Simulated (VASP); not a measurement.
Input of a VASP 6.6.1 run:

File INCAR:

```
SYSTEM = Sn
PREC     = Accurate       ! precision mode
ENCUT    = 520            ! plane-wave cutoff, eV
EDIFF    = 1E-6           ! SCF threshold, eV
ISMEAR   = -1             ! smearing method
SIGMA    = 0.1            ! smearing width, eV
LREAL    = .False.        ! projectors in reciprocal space
LASPH    = .True.         ! aspherical terms in the spheres
NELM     = 80             ! most SCF steps
ALGO     = Normal         ! electronic algorithm
ISIF     = 2              ! what is computed and relaxed
LWAVE    = .False.        ! write WAVECAR
LCHARG   = .False.        ! write CHGCAR
GGA      = RE             ! functional
NBANDS   = 13             ! bands
```

KPOINTS

```
Automatic mesh
0
Gamma
  12 12 12
  0 0 0
```

File POSCAR:

```
Sn
1.0
   -1.9170397108      1.9170397108      1.9170397108
    1.9170397108     -1.9170397108      1.9170397108
    1.9170397108      1.9170397108     -1.9170397108
Sn
1
Direct
    0.0000000000      0.0000000000      0.0000000000
```

Potentials or basis: VASP PAW PBE potentials, release 64 (Sn_d).

The run is started by

```sh
$ cat potpaw_PBE.64/Sn_d/POTCAR > POTCAR
$ mpirun -np 1 vasp_std > vasp.out
```

(1) Estimate the band gap on the k mesh.

(2) What does it give for the pressure?

Answers

(1) zero (band 7 reaches 15.43 eV, above the bottom of band 8 at 5.39 eV).

(2) 0.0 GPa.

Caveat: the PAW data sets were made with another functional, which shifts forces and pressure a little; spin-orbit coupling is left out, which moves the levels of the heavy elements.
